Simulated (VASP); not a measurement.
# NaCl (Fm-3m) in VASP: notebook

Runs on NaCl. Level: PBEsol. Tasks: relaxation of cell and atoms.

Program: VASP 6.6.1. These are calculated values, not measurements. Logs are shortened: lines on timing, memory, paths and dates and some standing lists are left out, and cuts for length are marked.

## 1. The cell of the first run

The structure is cubic, space group Fm-3m (No. 225). The conventional cell has a = 5.601 Å, b = 5.601 Å, c = 5.601 Å, α = 90.00°, β = 90.00°, γ = 90.00°. Na (site symmetry m-3m) has 6 Cl at 2.80 Å within 3.7 Å. Cl (site symmetry m-3m) has 6 Na at 2.80 Å within 3.7 Å.

## 2. Relaxation of cell and atoms, PBEsol

Contents of INCAR:

```
SYSTEM = NaCl
PREC = Accurate ; ENCUT = 500
EDIFF = 1E-7 ; ISMEAR = 0
SIGMA = 0.01 ; LREAL = .FALSE.
LASPH = .TRUE. ; NELM = 120
ALGO = Normal ; ISIF = 3
LWAVE = .FALSE. ; LCHARG = .FALSE.
GGA = PS ; IBRION = 2
NSW = 80 ; EDIFFG = -0.001
GGA_COMPAT = .FALSE. ; NELMIN = 4
```

Contents of KPOINTS:

```
regular mesh
0
G
  8 8 8
  0 0 0
```

Contents of POSCAR:

```
NaCl
1.0
    0.0000000000      2.8002695514      2.8002695514
    2.8002695514      0.0000000000      2.8002695514
    2.8002695514      2.8002695514      0.0000000000
Na Cl
1 1
Direct
    0.0000000000      0.0000000000      0.0000000000
    0.5000000000      0.5000000000      0.5000000000
```

Potentials or basis: VASP PAW PBE potentials, release 64 (Na_pv, Cl).

The run is started by

```console
$ cat potpaw_PBE.64/Na_pv/POTCAR potpaw_PBE.64/Cl/POTCAR > POTCAR
$ mpirun -np 1 vasp_std > vasp.out
```

OUTCAR:

```text
SYSTEM = NaCl
   PREC = Accurate
   ENCUT = 500
   EDIFF = 1E-7
   ISMEAR = 0
   LREAL = .FALSE.
   LASPH = .TRUE.
   NELM = 120
   ISIF = 3
   GGA = PS
   IBRION = 2
   NSW = 80
   EDIFFG = -0.001
   NELMIN = 4

 ion  position               nearest neighbor table
   1  0.000  0.000  0.000-
   2  0.500  0.500  0.500-

  LATTYP: Found a face centered cubic cell.
 ALAT       =     5.6005391028

  Lattice vectors:

 A1 = (   0.0000000000,   2.8002695514,   2.8002695514)
 A2 = (   2.8002695514,   0.0000000000,   2.8002695514)
 A3 = (   2.8002695514,   2.8002695514,   0.0000000000)

Analysis of symmetry for initial positions (statically):
=====================================================================
 Subroutine PRICEL returns:
 Original cell was already a primitive cell.

 Routine SETGRP: Setting up the symmetry group for a
 face centered cubic supercell.

 Subroutine GETGRP returns: Found 48 space group operations
 (whereof 48 operations were pure point group operations)
 out of a pool of 48 trial point group operations.

The static configuration has the point symmetry O_h .

Analysis of symmetry for dynamics (positions and initial velocities):
=====================================================================
 Subroutine PRICEL returns:
 Original cell was already a primitive cell.

 Routine SETGRP: Setting up the symmetry group for a
 face centered cubic supercell.

 Subroutine GETGRP returns: Found 48 space group operations
 (whereof 48 operations were pure point group operations)
 out of a pool of 48 trial point group operations.

The dynamic configuration has the point symmetry O_h .

 Subroutine INISYM returns: Found 48 space group operations
 (whereof 48 operations are pure point group operations),
 and found     1 'primitive' translations

----------------------------------------------------------------------------------------

                                     Primitive cell

  volume of cell :      43.9167

[... 146 lines left out ...]
  Total        0.0043622      0.0043622      0.0043622      0.0000000      0.0000000      0.0000000
  in kB        0.1591418      0.1591418      0.1591418      0.0000000      0.0000000      0.0000000
  external PRESSURE =       0.1591418 kB  Pullay stress =       0.0000000 kB

 VOLUME and BASIS-vectors are now :
 -----------------------------------------------------------------------------
  energy-cutoff  :      500.00
  volume of cell :       43.92
      direct lattice vectors                 reciprocal lattice vectors
     0.000000000  2.800269551  2.800269551    -0.178554239  0.178554239  0.178554239
     2.800269551  0.000000000  2.800269551     0.178554239 -0.178554239  0.178554239
     2.800269551  2.800269551  0.000000000     0.178554239  0.178554239 -0.178554239

 POSITION                                       TOTAL-FORCE (eV/Angst)
 -----------------------------------------------------------------------------------
      0.00000      0.00000      0.00000        -0.000000     -0.000000      0.000000
      2.80027      2.80027      2.80027         0.000000      0.000000      0.000000
 -----------------------------------------------------------------------------------
    total drift:                               -0.000000      0.000000      0.000000

  FREE ENERGIE OF THE ION-ELECTRON SYSTEM (eV)
  ---------------------------------------------------
  free  energy   TOTEN  =        -6.9981901213 eV

  energy  without entropy=       -6.9981901213  energy(sigma->0) =       -6.99819012

--------------------------------------- Ionic step        2  -------------------------------------------

 number of electron      14.0000004 magnetization

 Free energy of the ion-electron system (eV)
  ---------------------------------------------------
  ext. energy  EPLUGINS =         0.00000000
  ---------------------------------------------------
  free energy    TOTEN  =        -6.99819102 eV

  energy without entropy =       -6.99819102  energy(sigma->0) =       -6.99819102

 E-fermi :  -0.5652     XC(G=0):  -8.4252

 val. band max:       -0.6639044714   @ k =   0.0000   0.0000   0.0000
 cond. band min:       4.3444136430   @ k =   0.0000   0.0000   0.0000
 fundamental gap:      5.0083181144
 Fermi energy:        -0.5651676391

 k-point     1 :       0.0000    0.0000    0.0000
  band No.  band energies     occupation
      1     -21.2767      2.00000
      2     -21.2767      2.00000
      3     -21.2767      2.00000
      4     -13.3566      2.00000
      5      -0.6639      2.00000
      6      -0.6639      2.00000
      7      -0.6639      2.00000
      8       4.3444      0.00000
      9      10.3531      0.00000
     10      10.3531      0.00000
     11      10.3531      0.00000
[... 309 lines left out ...]
 k-point    24 :      -0.3750    0.2500    0.1250
  band No.  band energies     occupation
      1     -21.3038      2.00000
      2     -21.2860      2.00000
      3     -21.2817      2.00000
      4     -12.9543      2.00000
      5      -2.4128      2.00000
      6      -1.4765      2.00000
      7      -1.1012      2.00000
      8       7.5343      0.00000
      9       8.8792      0.00000
     10       9.5162      0.00000
     11      11.0351      0.00000

 [... further k-points ...]
[... 5 lines left out ...]
  --------------------------------------------------------------------------------------
  -------------------------------------------------------------------------------------
  Total        0.0014875      0.0014875      0.0014875     -0.0000000      0.0000000     -0.0000000
  in kB        0.0542496      0.0542496      0.0542496     -0.0000000      0.0000000     -0.0000000
  external PRESSURE =       0.0542496 kB  Pullay stress =       0.0000000 kB

 VOLUME and BASIS-vectors are now :
 -----------------------------------------------------------------------------
  energy-cutoff  :      500.00
  volume of cell :       43.93
      direct lattice vectors                 reciprocal lattice vectors
     0.000000000  2.800564200  2.800564200    -0.178535454  0.178535454  0.178535454
     2.800564200  0.000000000  2.800564200     0.178535454 -0.178535454  0.178535454
     2.800564200  2.800564200  0.000000000     0.178535454  0.178535454 -0.178535454

 POSITION                                       TOTAL-FORCE (eV/Angst)
 -----------------------------------------------------------------------------------
      2.80056      2.80056      0.00000         0.000000      0.000000     -0.000000
      2.80056      2.80056      2.80056        -0.000000     -0.000000      0.000000
 -----------------------------------------------------------------------------------
    total drift:                                0.000000      0.000000      0.000000

  FREE ENERGIE OF THE ION-ELECTRON SYSTEM (eV)
  ---------------------------------------------------
  free  energy   TOTEN  =        -6.9981910151 eV

  energy  without entropy=       -6.9981910151  energy(sigma->0) =       -6.99819102

 reached required accuracy - stopping structural energy minimisation
```

CONTCAR:

```text
NaCl
   1.00000000000000
     0.0000000000000000    2.8005641998364266    2.8005641998364266
     2.8005641998364266    0.0000000000000000    2.8005641998364266
     2.8005641998364266    2.8005641998364266    0.0000000000000000
  Na              Cl
     1     1
Direct
     0.0000000000000000    0.0000000000000000    1.0000000000000000
     0.5000000000000000    0.5000000000000000    0.5000000000000000

  0.00000000E+00  0.00000000E+00  0.00000000E+00
  0.00000000E+00  0.00000000E+00  0.00000000E+00
```

Run time: 31 s. Hardware: 1 thread of Intel Xeon 8259CL, shared host; peak memory 0.16 GiB.

Results:

| Quantity | Value |
| --- | --- |
| Free energy | -6.9982 eV |
| Relaxed volume | 21.97 Å³/atom |
| Relaxed cell | a = 3.961 Å, b = 3.961 Å, c = 3.961 Å, α = 60.00°, β = 60.00°, γ = 60.00° |
| Space group after relaxing (to 0.05 Å) | Fm-3m (No. 225) |
| Energy gained by relaxing | 0.0 meV/atom |
| Ionic steps | 2 |
| Pressure after relaxing | 0.0 GPa |
| Band gap on the k mesh | 5.01 eV, direct |

Final structure:
```
Na Cl
1.0
     0.00000    2.80056    2.80056
     2.80056    0.00000    2.80056
     2.80056    2.80056    0.00000
Na Cl
1 1
Direct
  0.00000 0.00000 0.00000
  0.50000 0.50000 0.50000
```

Caveat: the PAW data sets were made with another functional, which shifts forces and pressure a little. A hybrid or GW would open this gap; PBEsol tends to underestimate it.

## 3. Relaxation of cell and atoms, PBEsol, target pressure 9 GPa, at which the enthalpy is minimised

Contents of INCAR:

```
PREC = Accurate ; ENCUT = 500
EDIFF = 1E-7 ; ISMEAR = 0
SIGMA = 0.01 ; LREAL = F
LASPH = T ; NELM = 120
ALGO = Normal ; ISIF = 3
LWAVE = F ; LCHARG = F
GGA = PS ; IBRION = 2
NSW = 80 ; EDIFFG = -0.001
PSTRESS = 90.0 ; GGA_COMPAT = F
NELMIN = 4
```

Contents of KPOINTS:

```
Automatic mesh
0
Gamma
  8 8 8
```

Contents of POSCAR:

```
NaCl
1.0
    0.0000000000      2.8007708028      2.8007708028
    2.8007708028      0.0000000000      2.8007708028
    2.8007708028      2.8007708028      0.0000000000
Na Cl
1 1
Direct
    0.0000000000      0.0000000000      0.0000000000
    0.5000000000      0.5000000000      0.5000000000
```

Potentials or basis: VASP PAW PBE potentials, release 64 (Na_pv, Cl).

The run is started by

```console
$ cat potpaw_PBE.64/Na_pv/POTCAR potpaw_PBE.64/Cl/POTCAR > POTCAR
$ mpirun -np 1 vasp_std > vasp.out
```

OUTCAR:

```text
PREC = Accurate
   ENCUT = 500
   EDIFF = 1E-7
   ISMEAR = 0
   LREAL = F
   LASPH = T
   NELM = 120
   ISIF = 3
   GGA = PS
   IBRION = 2
   NSW = 80
   EDIFFG = -0.001
   PSTRESS = 90.0
   NELMIN = 4

 ion  position               nearest neighbor table
   1  0.000  0.000  0.000-
   2  0.500  0.500  0.500-

  LATTYP: Found a face centered cubic cell.
 ALAT       =     5.6015416056

  Lattice vectors:

 A1 = (   0.0000000000,   2.8007708028,   2.8007708028)
 A2 = (   2.8007708028,   0.0000000000,   2.8007708028)
 A3 = (   2.8007708028,   2.8007708028,   0.0000000000)

Analysis of symmetry for initial positions (statically):
=====================================================================
 Subroutine PRICEL returns:
 Original cell was already a primitive cell.

 Routine SETGRP: Setting up the symmetry group for a
 face centered cubic supercell.

 Subroutine GETGRP returns: Found 48 space group operations
 (whereof 48 operations were pure point group operations)
 out of a pool of 48 trial point group operations.

The static configuration has the point symmetry O_h .

Analysis of symmetry for dynamics (positions and initial velocities):
=====================================================================
 Subroutine PRICEL returns:
 Original cell was already a primitive cell.

 Routine SETGRP: Setting up the symmetry group for a
 face centered cubic supercell.

 Subroutine GETGRP returns: Found 48 space group operations
 (whereof 48 operations were pure point group operations)
 out of a pool of 48 trial point group operations.

The dynamic configuration has the point symmetry O_h .

 Subroutine INISYM returns: Found 48 space group operations
 (whereof 48 operations are pure point group operations),
 and found     1 'primitive' translations

----------------------------------------------------------------------------------------

                                     Primitive cell
[... 79 lines left out ...]
   NGX,Y,Z   is equivalent  to a cutoff of  12.59, 12.59, 12.59 a.u.
   NGXF,Y,Z  is equivalent  to a cutoff of  25.18, 25.18, 25.18 a.u.
 SYSTEM =  unknown system
   PREC   = accura    normal or accurate (medium, high low for compatibility)
   ISTART =      0    job   : 0-new  1-cont  2-samecut
   ICHARG =      2    charge: 1-file 2-atom 10-const
   ISPIN  =      1    spin polarized calculation?
   LNONCOLLINEAR =      F non collinear calculations
   LSORBIT =      F    spin-orbit coupling
   LASPH  =      T    aspherical Exc in radial PAW
   ENCUT  =  500.0 eV  36.75 Ry    6.06 a.u.   7.22  7.22  7.22*2*pi/ulx,y,z
   NELM   =    120;   NELMIN=  4; NELMDL= -5     # of ELM steps
   EDIFF  = 0.1E-06   stopping-criterion for ELM
   LREAL  =      F    real-space projection
   EDIFFG = -.1E-02   stopping-criterion for IOM
   NSW    =     80    number of steps for IOM
   IBRION =      2    ionic relax: 0-MD 1-quasi-New 2-CG
   NFREE  =      1    steps in history (QN), initial steepest desc. (CG)
   ISIF   =      3    stress and relaxation
   ISYM   =      2    0-nonsym 1-usesym 2-fastsym
   POTIM  = 0.5000    time-step for ionic-motion
   TEBEG  =    0.0;   TEEND  =   0.0 temperature during run
   PSTRESS=   90.0 pullay stress
   NELECT =      14.0000    total number of electrons
   NUPDOWN=      -1.0000    fix difference up-down
   EMIN   =  10.00;   EMAX   =-10.00  energy-range for DOS
   EFERMI =   0.00;   METHOD = LEGACY
   ISMEAR =     0;   SIGMA  =   0.01  broadening in eV -4-tet -1-fermi 0-gaus
   EFERMI_NEDOS =   21; number of points for ismear=-14 and -15
   IALGO  =     38    algorithm
   IMIX   =      4    mixing-type and parameters
     AMIX     =   0.40;   BMIX     =  1.00
     AMIX_MAG =   1.60;   BMIX_MAG =  1.00
  volume/ion in A,a.u.               =      21.97       148.26
  Fermi-wavevector in a.u.,A,eV,Ry     =   1.118141  2.112980 17.010541  1.250239
  Thomas-Fermi vector in A             =   2.254770
   LORBIT       =      0    0 simple, 1 ext, 2 COOP (PROOUT), +10 PAW based schemes
   GGA     = PS    functional components
   LHFCALC =     F    Hartree Fock is set to
   AEXX    =    0.0000 exact exchange contribution
   IVDW    =     0    specifies the selected vdW correction
   LEPSILON=     F    determine dielectric tensor
   LRPA    =     F    only Hartree local field effects (RPA)
 conjugate gradient relaxation of ions
 non-spin polarized calculation
 Gauss-broadening in eV      SIGMA  =   0.01
  energy-cutoff  :      500.00
  volume of cell :       43.94
 maximum number of plane-waves:      1139
 NGX is ok and might be reduce to    30
   NGX = 15   NGY = 15   NGZ = 15

--------------------------------------- Ionic step        1  -------------------------------------------

 number of electron      14.0000004 magnetization

 Free energy of the ion-electron system (eV)
  ---------------------------------------------------
  ext. energy  EPLUGINS =         0.00000000
  ---------------------------------------------------
  free energy    TOTEN  =        -6.99820272 eV

  energy without entropy =       -6.99820272  energy(sigma->0) =       -6.99820272

 E-fermi :  -0.5678     XC(G=0):  -8.4242

 val. band max:       -0.6652411641   @ k =   0.0000   0.0000   0.0000
 cond. band min:       4.3422875932   @ k =   0.0000   0.0000   0.0000
 fundamental gap:      5.0075287573
 Fermi energy:        -0.5677707671
[... 870 lines left out ...]
--------------------------------------- Ionic step        6  -------------------------------------------

 number of electron      14.0000009 magnetization

 Free energy of the ion-electron system (eV)
  ---------------------------------------------------
  ext. energy  EPLUGINS =         0.00000000
  ---------------------------------------------------
  free energy    TOTEN  =        -6.80691315 eV

  energy without entropy =       -6.80691315  energy(sigma->0) =       -6.80691315

 E-fermi :   0.8927     XC(G=0):  -9.3858

 val. band max:        0.7734214635   @ k =   0.0000   0.0000   0.0000
 cond. band min:       6.7079747202   @ k =   0.0000   0.0000   0.0000
 fundamental gap:      5.9345532567
 Fermi energy:         0.8926872826
[... 369 lines left out ...]
  energy  without entropy=       -6.8069131522  energy(sigma->0) =       -6.80691315

  enthalpy is  TOTEN    =        -4.8038097801 eV   P V=        2.0031033721

 reached required accuracy - stopping structural energy minimisation
```

CONTCAR:

```text
NaCl
   1.00000000000000
    -0.0000000000000000    2.6124449426777852    2.6124449426777852
     2.6124449426777852    0.0000000000000000    2.6124449426777852
     2.6124449426777852    2.6124449426777852    0.0000000000000000
  Na              Cl
     1     1
Direct
     0.0000000000000000    0.0000000000000000    0.0000000000000000
     0.5000000000000000    0.5000000000000000    0.5000000000000000

  0.00000000E+00  0.00000000E+00  0.00000000E+00
  0.00000000E+00  0.00000000E+00  0.00000000E+00
```

Run time: 94 s. Hardware: 1 thread of Intel Xeon 8259CL, shared host; peak memory 0.17 GiB.

What came out:

```yaml
Free_energy: -6.8069 eV
Relaxed_volume: 17.83 Å³/atom
Relaxed_cell: a = 3.695 Å, b = 3.695 Å, c = 3.695 Å, α = 60.00°, β = 60.00°, γ = 60.00°
Space_group_after_relaxing_to_0.05_Å: Fm-3m (No. 225)
Energy_change_on_relaxing_the_enthalpy_is_what_falls: +95.6 meV/atom
Ionic_steps: 6
Pressure_after_relaxing: 9.0 GPa
Band_gap_on_the_k_mesh: 5.93 eV, direct
```

Step by step:
| step | energy change (eV) | largest force (eV/Å) | pressure (GPa) | volume (Å³) |
| --- | --- | --- | --- | --- |
| 1 | 0.0000 | 0.0000 | 0.00 | 43.94 |
| 2 | 0.1455 | 0.0000 | 7.50 | 36.55 |
| 3 | 0.1880 | 0.0000 | 8.89 | 35.72 |
| 4 | 0.1966 | 0.0000 | 9.19 | 35.57 |
| 5 | 0.1904 | 0.0000 | 8.98 | 35.67 |
| 6 | 0.1913 | 0.0000 | 9.00 | 35.66 |

Final structure:
```cif
data_structure
_symmetry_space_group_name_H-M 'P 1'
_symmetry_Int_Tables_number 1
_cell_length_a 3.6946
_cell_length_b 3.6946
_cell_length_c 3.6946
_cell_angle_alpha 60.000
_cell_angle_beta 60.000
_cell_angle_gamma 60.000
_cell_volume 35.66
loop_
_atom_site_label
_atom_site_type_symbol
_atom_site_fract_x
_atom_site_fract_y
_atom_site_fract_z
_atom_site_occupancy
Na1 Na 0.00000 0.00000 0.00000 1
Cl1 Cl 0.50000 0.50000 0.50000 1
```

Levels at points of the mesh, in eV from the valence-band top:
```
           k point  band 5  band 6  band 7  band 8  band 9  band 10
(0.00, 0.00, 0.00)    0.00    0.00    0.00    5.93   11.13    11.13
(0.50, 0.00, 0.00)   -2.80   -0.43   -0.43    7.42   11.35    11.35
(0.50, 0.50, 0.00)   -2.42   -0.87   -0.87    7.55    8.05    12.87
```

Caveat: the cell is relaxed towards a set pressure, so the enthalpy falls and the energy may rise; the volume moved by over 15 % at a fixed basis, so the end points are rough; the PAW data sets were made with another functional, which shifts forces and pressure a little.
